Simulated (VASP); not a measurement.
# Si16Ge (a cell with a defect) in VASP: a series of runs

The runs below take Si16Ge (a cell with a defect) through single point, with PBE+D3(BJ).

Everything below comes from runs of VASP 6.6.1. Logs are shortened: lines on timing, memory, paths and dates and some standing lists are left out, and cuts for length are marked.

## Step 1: The cell of the first run

The cell holds a defect, 17 atoms: a = 7.679 Å, b = 7.679 Å, c = 7.679 Å, α = 60.00°, β = 60.00°, γ = 60.00°.

## Step 2: Single point, PBE+D3(BJ)

INCAR reads:

```
PREC = Accurate
ENCUT = 520
EDIFF = 1E-6
ISMEAR = 0
SIGMA = 0.02
LREAL = Auto
LASPH = True
NELM = 80
ALGO = Normal
ISIF = 2
LWAVE = False
LCHARG = False
GGA = PE
IVDW = 12
NBANDS = 53
```

KPOINTS reads:

```
regular mesh
0
Gamma
  2 2 2
```

POSCAR reads:

```
Si16Ge
1.0
    0.0000000000      5.4300000000      5.4300000000
    5.4300000000      0.0000000000      5.4300000000
    5.4300000000      5.4300000000      0.0000000000
Si Ge
16 1
Direct
   -0.0182908840     -0.0178975138      0.0554746777
    0.1234755064      0.1238977901      0.1428038674
    0.0061968692      0.0065915285      0.5138714549
    0.1067385820      0.1071571823      0.6799805709
    0.0175891344      0.4942968692     -0.0059587477
    0.1240394107      0.6114158379      0.1410268877
    0.0080668508      0.4737049724      0.5120826888
    0.1639440147      0.6061644567      0.6212473297
    0.4938740331      0.0180644567     -0.0060346225
    0.6110294659      0.1244644567      0.1409686924
    0.4732595764      0.0084595764      0.5120245856
    0.6057094843      0.1643348987      0.6211531308
    0.4945545120      0.4949804788     -0.0079946593
    0.6497844383      0.6502430018      0.0497538674
    0.5231879374      0.5236291897      0.4300267956
    0.6092396869      0.6097293738      0.6186971455
    0.7989610497      0.7993555249      0.6043465009
```

Potentials or basis: VASP PAW PBE potentials, release 64 (Si, Ge_d).

Command:

```sh
> cat potpaw_PBE.64/Si/POTCAR potpaw_PBE.64/Ge_d/POTCAR > POTCAR
> mpirun -np 1 vasp_std > vasp.out
```

OUTCAR:

```text
PREC = Accurate
   ENCUT = 520
   EDIFF = 1E-6
   ISMEAR = 0
   LREAL = Auto
   LASPH = True
   NELM = 80
   ISIF = 2
   GGA = PE
   IVDW = 12
 IVDW          = 12

 ion  position               nearest neighbor table
   1  0.982  0.982  0.055-  10 2.34   6 2.34   2 2.34   4 2.35
   2  0.123  0.124  0.143-   3 2.33   5 2.33   9 2.33   1 2.34
   3  0.006  0.007  0.514-   4 2.32   2 2.33  17 2.42   8 2.52  12 2.52
   4  0.107  0.107  0.680-  11 2.32   7 2.32   3 2.32   1 2.35
   5  0.018  0.494  0.994-   2 2.33   6 2.33   8 2.34  14 2.35
   6  0.124  0.611  0.141-   7 2.33   5 2.33  13 2.33   1 2.34
   7  0.008  0.474  0.512-   4 2.32   6 2.33  17 2.44   8 2.50  16 2.51
   8  0.164  0.606  0.621-  15 2.30   5 2.34  17 2.47   7 2.50   3 2.52
   9  0.494  0.018  0.994-   2 2.33  10 2.33  12 2.34  14 2.35
  10  0.611  0.124  0.141-  11 2.33   9 2.33  13 2.33   1 2.34
  11  0.473  0.008  0.512-   4 2.32  10 2.33  17 2.44  12 2.50  16 2.51
  12  0.606  0.164  0.621-  15 2.30   9 2.34  17 2.47  11 2.50   3 2.52
  13  0.495  0.495  0.992-  10 2.33   6 2.33  16 2.34  14 2.35
  14  0.650  0.650  0.050-   5 2.35   9 2.35  13 2.35  15 2.38  17 2.79
  15  0.523  0.524  0.430-   8 2.30  12 2.30  16 2.31  14 2.38
  16  0.609  0.610  0.619-  15 2.31  13 2.34  17 2.46  11 2.51   7 2.51
  17  0.799  0.799  0.604-   3 2.42   7 2.44  11 2.44  16 2.46  12 2.47   8 2.47  14 2.79

  LATTYP: Found a face centered cubic cell.
 ALAT       =    10.8600000000

  Lattice vectors:

 A1 = (   0.0000000000,   5.4300000000,   5.4300000000)
 A2 = (   5.4300000000,   0.0000000000,   5.4300000000)
 A3 = (   5.4300000000,   5.4300000000,   0.0000000000)

Analysis of symmetry for initial positions (statically):
=====================================================================
 Subroutine PRICEL returns:
 Original cell was already a primitive cell.

 Routine SETGRP: Setting up the symmetry group for a
 face centered cubic supercell.

 Subroutine GETGRP returns: Found  1 space group operations
 (whereof  1 operations were pure point group operations)
 out of a pool of 48 trial point group operations.

The static configuration has the point symmetry C_1 .

Analysis of symmetry for dynamics (positions and initial velocities):
=====================================================================
 Subroutine PRICEL returns:
 Original cell was already a primitive cell.

 Routine SETGRP: Setting up the symmetry group for a
 face centered cubic supercell.

 Subroutine GETGRP returns: Found  1 space group operations
 (whereof  1 operations were pure point group operations)
 out of a pool of 48 trial point group operations.

The dynamic configuration has the point symmetry C_1 .

 Subroutine INISYM returns: Found  1 space group operations
 (whereof  1 operations are pure point group operations),
 and found     1 'primitive' translations

----------------------------------------------------------------------------------------

                                     Primitive cell

  volume of cell :     320.2060

  direct lattice vectors                    reciprocal lattice vectors
     0.000000000  5.430000000  5.430000000    -0.092081031  0.092081031  0.092081031
     5.430000000  0.000000000  5.430000000     0.092081031 -0.092081031  0.092081031
     5.430000000  5.430000000  0.000000000     0.092081031  0.092081031 -0.092081031

  length of vectors
     7.679179644  7.679179644  7.679179644     0.159489025  0.159489025  0.159489025

  position of ions in fractional coordinates (direct lattice)
     0.981709116  0.982102486  0.055474678
     0.123475506  0.123897790  0.142803867
     0.006196869  0.006591529  0.513871455
     0.106738582  0.107157182  0.679980571
     0.017589134  0.494296869  0.994041252
     0.124039411  0.611415838  0.141026888
[... 9 lines left out ...]
     0.609239687  0.609729374  0.618697146
     0.798961050  0.799355525  0.604346501

  ion indices of the primitive-cell ions
   primitive index   ion index
                 1           1
                 2           2
                 3           3
                 4           4
                 5           5
                 6           6
[... 9 lines left out ...]
                16          16
                17          17

----------------------------------------------------------------------------------------

 KPOINTS: regular mesh

Automatic generation of k-mesh.
 Grid dimensions read from file:
 generate k-points for:    2    2    2

 Generating k-lattice:

  Cartesian coordinates                     Fractional coordinates (reciprocal lattice)
    -0.046040516  0.046040516  0.046040516     0.500000000  0.000000000  0.000000000
     0.046040516 -0.046040516  0.046040516     0.000000000  0.500000000  0.000000000
     0.046040516  0.046040516 -0.046040516     0.000000000  0.000000000  0.500000000

  Length of vectors
     0.079744512  0.079744512  0.079744512

  Shift w.r.t. Gamma in fractional coordinates (k-lattice)
     0.000000000  0.000000000  0.000000000

 Subroutine IBZKPT returns following result:
 ===========================================

 Found      8 irreducible k-points:

 Following reciprocal coordinates:
            Coordinates               Weight
  0.000000  0.000000  0.000000      1.000000
  0.500000  0.000000  0.000000      1.000000
  0.000000  0.500000  0.000000      1.000000
  0.000000  0.000000  0.500000      1.000000
  0.500000  0.500000  0.500000      1.000000
  0.500000  0.500000  0.000000      1.000000
  0.000000  0.500000  0.500000      1.000000
  0.500000  0.000000  0.500000      1.000000
   k-points           NKPTS =      8   k-points in BZ     NKDIM =      8   number of bands    NBANDS=     53
   number of dos      NEDOS =    301   number of ions     NIONS =     17
   total plane-waves  NPLWV = 216000
   dimension x,y,z NGX =    60 NGY =   60 NGZ =   60
   dimension x,y,z NGXF=   120 NGYF=  120 NGZF=  120
   ions per type =              16   1
   NGX,Y,Z   is equivalent  to a cutoff of  12.99, 12.99, 12.99 a.u.
   NGXF,Y,Z  is equivalent  to a cutoff of  25.98, 25.98, 25.98 a.u.
 SYSTEM =  unknown system
   PREC   = accura    normal or accurate (medium, high low for compatibility)
   ISTART =      0    job   : 0-new  1-cont  2-samecut
   ICHARG =      2    charge: 1-file 2-atom 10-const
   ISPIN  =      1    spin polarized calculation?
   LNONCOLLINEAR =      F non collinear calculations
   LSORBIT =      F    spin-orbit coupling
   LASPH  =      T    aspherical Exc in radial PAW
   ENCUT  =  520.0 eV  38.22 Ry    6.18 a.u.  14.28 14.28 14.28*2*pi/ulx,y,z
   NELM   =     80;   NELMIN=  2; NELMDL= -5     # of ELM steps
   EDIFF  = 0.1E-05   stopping-criterion for ELM
   LREAL  =      T    real-space projection
   EDIFFG = 0.1E-04   stopping-criterion for IOM
   NSW    =      0    number of steps for IOM
   IBRION =     -1    ionic relax: 0-MD 1-quasi-New 2-CG
   NFREE  =      0    steps in history (QN), initial steepest desc. (CG)
   ISIF   =      2    stress and relaxation
   ISYM   =      2    0-nonsym 1-usesym 2-fastsym
   POTIM  = 0.5000    time-step for ionic-motion
   TEBEG  =    0.0;   TEEND  =   0.0 temperature during run
   PSTRESS=    0.0 pullay stress
   NELECT =      78.0000    total number of electrons
   NUPDOWN=      -1.0000    fix difference up-down
   EMIN   =  10.00;   EMAX   =-10.00  energy-range for DOS
   EFERMI =   0.00;   METHOD = LEGACY
   ISMEAR =     0;   SIGMA  =   0.02  broadening in eV -4-tet -1-fermi 0-gaus
   EFERMI_NEDOS =   21; number of points for ismear=-14 and -15
   IALGO  =     38    algorithm
   IMIX   =      4    mixing-type and parameters
     AMIX     =   0.40;   BMIX     =  1.00
     AMIX_MAG =   1.60;   BMIX_MAG =  1.00
  volume/ion in A,a.u.               =      18.84       127.11
  Fermi-wavevector in a.u.,A,eV,Ry     =   1.022421  1.932096 14.222785  1.045345
  Thomas-Fermi vector in A             =   2.156100
   LORBIT       =      0    0 simple, 1 ext, 2 COOP (PROOUT), +10 PAW based schemes
   GGA     = PE    functional components
   LHFCALC =     F    Hartree Fock is set to
   AEXX    =    0.0000 exact exchange contribution
   IVDW    =    12    specifies the selected vdW correction
   LEPSILON=     F    determine dielectric tensor
   LRPA    =     F    only Hartree local field effects (RPA)
 non-spin polarized calculation
 Gauss-broadening in eV      SIGMA  =   0.02
  energy-cutoff  :      520.00
  volume of cell :      320.21
 maximum number of plane-waves:      8646
 NGX is ok and might be reduce to    60
   NGX = 29   NGY = 29   NGZ = 29

 number of electron      78.0000001 magnetization

 Free energy of the ion-electron system (eV)
  ---------------------------------------------------
  ext. energy  EPLUGINS =         0.00000000
  ---------------------------------------------------
  free energy    TOTEN  =       -86.34690370 eV

  energy without entropy =      -86.34276540  energy(sigma->0) =      -86.34483455

 E-fermi :   6.6970     XC(G=0):  -9.7707

 val. band max:        6.6962591310   @ k =   0.0000   0.0000   0.0000
 cond. band min:       6.7406548329   @ k =   0.0000   0.0000   0.0000
 fundamental gap:      0.0443957019
 Fermi energy:         6.6969687543

 k-point     1 :       0.0000    0.0000    0.0000
  band No.  band energies     occupation
      1     -18.0029      2.00000
      2     -18.0014      2.00000
      3     -17.8874      2.00000
      4     -17.8862      2.00000
      5     -17.8827      2.00000
      6      -6.3649      2.00000
[... 43 lines left out ...]
     50       8.5646      0.00000
     51       8.8424      0.00000

 k-point     2 :       0.5000    0.0000    0.0000
  band No.  band energies     occupation
      1     -18.0029      2.00000
      2     -18.0014      2.00000
      3     -17.8874      2.00000
      4     -17.8862      2.00000
      5     -17.8827      2.00000
      6      -5.9490      2.00000
[... 316 lines left out ...]
 k-point     8 :       0.5000    0.0000    0.5000
  band No.  band energies     occupation
      1     -18.0029      2.00000
      2     -18.0014      2.00000
      3     -17.8874      2.00000
      4     -17.8862      2.00000
      5     -17.8827      2.00000
      6      -5.8415      2.00000
[... 43 lines left out ...]
     50      10.3592      0.00000
     51      10.4437      0.00000
 [bands above 51 left out]

------------------------ aborting loop because EDIFF is reached ----------------------------------------

 Edisp (eV)   -5.66740

 E8    (eV) :    -2.3551

  FORCE on cell =-STRESS in cart. coord.  units (eV):
  Direction    XX          YY          ZZ          XY          YZ          ZX
  --------------------------------------------------------------------------------------
  -------------------------------------------------------------------------------------
  Total       5.40517     5.40928     5.29745    -1.44661     1.21996     1.21108
  in kB      27.04521    27.06579    26.50625    -7.23822     6.10416     6.05972
  external pressure =       26.87 kB  Pullay stress =        0.00 kB

 VOLUME and BASIS-vectors are now :
 -----------------------------------------------------------------------------
  energy-cutoff  :      520.00
  volume of cell :      320.21
      direct lattice vectors                 reciprocal lattice vectors
     0.000000000  5.430000000  5.430000000    -0.092081031  0.092081031  0.092081031
     5.430000000  0.000000000  5.430000000     0.092081031 -0.092081031  0.092081031
     5.430000000  5.430000000  0.000000000     0.092081031  0.092081031 -0.092081031

 POSITION                                       TOTAL-FORCE (eV/Angst)
 -----------------------------------------------------------------------------------
      5.63404      5.63191     10.66350        -0.000931     -0.000795     -0.000423
      1.44819      1.44590      1.34324        -0.000246      0.000345      0.003561
      2.82611      2.82397      0.06944        -0.001493     -0.001343     -0.003201
      4.27416      4.27189      1.16145        -0.001696     -0.001157      0.002345
      8.08168      5.49315      2.77954         0.001203     -0.001269     -0.001730
      4.08576      1.43931      3.99352        -0.001153     -0.000849     -0.000092
[... 9 lines left out ...]
      6.67036      6.66770      6.61900        -0.002294     -0.002535      0.003069
      7.62210      7.61996      8.67886        -0.000118     -0.000206      0.000376
 -----------------------------------------------------------------------------------
    total drift:                                0.004738      0.007059     -0.003008

  FREE ENERGIE OF THE ION-ELECTRON SYSTEM (eV)
  ---------------------------------------------------
  free  energy   TOTEN  =       -92.0143074146 eV

  energy  without entropy=      -92.0101691123  energy(sigma->0) =      -92.01223826
```

Wall time 4.9 min (1 thread of AMD EPYC 7R13 (Zen 3), shared host); peak memory 0.46 GiB.

Results:

| Property | Result |
| --- | --- |
| Free energy | -92.0143 eV |
| Pressure | 2.7 GPa |
| Largest force | 0.010 eV/Å |
| Band gap on the k mesh | 0.01 eV |
| Dispersion energy per atom | -0.333 eV |

Forces on the atoms (eV/Å):
```
Si  -0.001 -0.001  0.000
Si   0.000  0.000  0.004
Si  -0.001 -0.001 -0.003
Si  -0.002 -0.001  0.002
Si   0.001 -0.001 -0.002
Si  -0.001 -0.001  0.000
Si   0.002  0.002  0.001
Si  -0.004 -0.001  0.002
Si  -0.001  0.001 -0.001
Si   0.000 -0.001 -0.001
Si   0.002  0.002  0.001
Si   0.000 -0.004  0.002
Si   0.001  0.001  0.001
Si   0.001  0.002 -0.001
Si   0.005  0.005 -0.007
Si  -0.002 -0.003  0.003
Ge   0.000  0.000  0.000
```

Stress tensor (GPa, compression positive):
```
 2.70 -0.72  0.61
-0.72  2.71  0.61
 0.61  0.61  2.65
```

Caveat: the k points lie up to 0.50 Å⁻¹ apart; the smearing spreads over this small gap; semilocal functionals underestimate gaps, and a narrow one can read as zero.

## Step 3: Single point, PBE+D3(BJ)

INCAR reads:

```
ALGO = Normal
EDIFF = 1E-7
ENCUT = 520
GGA = PE
ISIF = 2
ISMEAR = 0
IVDW = 12
LASPH = T
LCHARG = F
LREAL = Auto
LWAVE = F
NBANDS = 53
NELM = 100
PREC = Accurate
SIGMA = 0.02
```

KPOINTS reads:

```
k-points
0
Gamma
  2 2 2
```

POSCAR reads:

```
Si16Ge
1.0
    0.0000000000      5.4300000000      5.4300000000
    5.4300000000      0.0000000000      5.4300000000
    5.4300000000      5.4300000000      0.0000000000
Si Ge
16 1
Direct
   -0.0111467772     -0.0107138122      0.0333832413
    0.1247647330      0.1252081952      0.1350748619
    0.0067465930      0.0071948435      0.5057576427
    0.1134508287      0.1138819521      0.6598349908
    0.0116755985      0.4961516575     -0.0038096685
    0.1253048803      0.6157549724      0.1340802026
    0.0074295580      0.4810989871      0.5048072744
    0.1517922652      0.6156499079      0.6163283610
    0.4957097606      0.0121392265     -0.0038655617
    0.6153214549      0.1257494475      0.1340431860
    0.4806577348      0.0078501842      0.5047719153
    0.6151986188      0.1522218232      0.6162630755
    0.4964724678      0.4969245856     -0.0051435543
    0.6367944751      0.6372464088      0.0893360958
    0.5147389503      0.5151752302      0.4561115101
    0.6168945672      0.6173507366      0.6148111418
    0.7696477901      0.7700638122      0.6918868324
```

Potentials or basis: VASP PAW PBE potentials, release 64 (Si, Ge_d).

Command:

```sh
> cat potpaw_PBE.64/Si/POTCAR potpaw_PBE.64/Ge_d/POTCAR > POTCAR
> mpirun -np 1 vasp_std > vasp.out
```

Wall time 5.9 min (1 thread of AMD EPYC 7R13 (Zen 3), shared host); peak memory 0.45 GiB.

The run converged. Its results:

- Free energy: -92.1963 eV
- Pressure: 3.3 GPa
- Largest force: 0.364 eV/Å
- Band gap on the k mesh: zero (bands 39 and 40 overlap by 0.21 eV)
- Dispersion energy per atom: -0.333 eV

Forces on the atoms (eV/Å):
```
Si  -0.067 -0.066  0.063
Si  -0.035 -0.034  0.018
Si  -0.038 -0.037  0.013
Si  -0.056 -0.057  0.058
Si   0.006 -0.024 -0.007
Si  -0.018 -0.032  0.031
Si  -0.009 -0.040  0.035
Si   0.008 -0.071 -0.003
Si  -0.024  0.006 -0.006
Si  -0.032 -0.020  0.032
Si  -0.039 -0.009  0.035
Si  -0.071  0.009 -0.002
Si   0.010  0.009  0.024
Si   0.093  0.093 -0.090
Si   0.059  0.059 -0.057
Si   0.005  0.005  0.065
Ge   0.210  0.209 -0.211
```

Stress tensor (GPa, compression positive):
```
 3.33 -0.41  0.42
-0.41  3.33  0.42
 0.42  0.42  3.39
```

Levels at points of the mesh, in eV from the Fermi level:
```tsv
k point	band 35	band 36	band 37	band 38	band 39	band 40	band 41	band 42	band 43	band 44
(0.00, 0.00, 0.00)	-1.67	-0.94	-0.76	-0.75	-0.48	-0.20	-0.19	0.01	0.02	0.44
(0.50, 0.00, 0.00)	-1.54	-1.53	-1.52	-1.34	-0.25	0.25	0.69	0.75	0.83	1.21
(0.00, 0.50, 0.00)	-1.54	-1.53	-1.52	-1.34	-0.25	0.25	0.69	0.75	0.83	1.21
(0.00, 0.00, 0.50)	-1.49	-1.48	-1.47	-1.46	-0.38	0.35	0.38	1.03	1.03	1.10
(0.50, 0.50, 0.50)	-1.54	-1.53	-1.51	-1.34	-0.25	0.24	0.69	0.75	0.84	1.21
(0.50, 0.50, 0.00)	-2.15	-2.03	-1.90	-1.24	0.01	0.56	1.05	1.14	1.22	1.85
(0.00, 0.50, 0.50)	-2.15	-2.03	-1.90	-1.23	0.01	0.56	1.05	1.14	1.23	1.84
(0.50, 0.00, 0.50)	-2.15	-2.03	-1.90	-1.23	0.01	0.56	1.05	1.14	1.23	1.84
```

Caveat: the k points lie up to 0.50 Å⁻¹ apart.

(Continued in part 2 of 2.)

The gap in the log of VASP goes by the Fermi energy; the results here count the filled bands.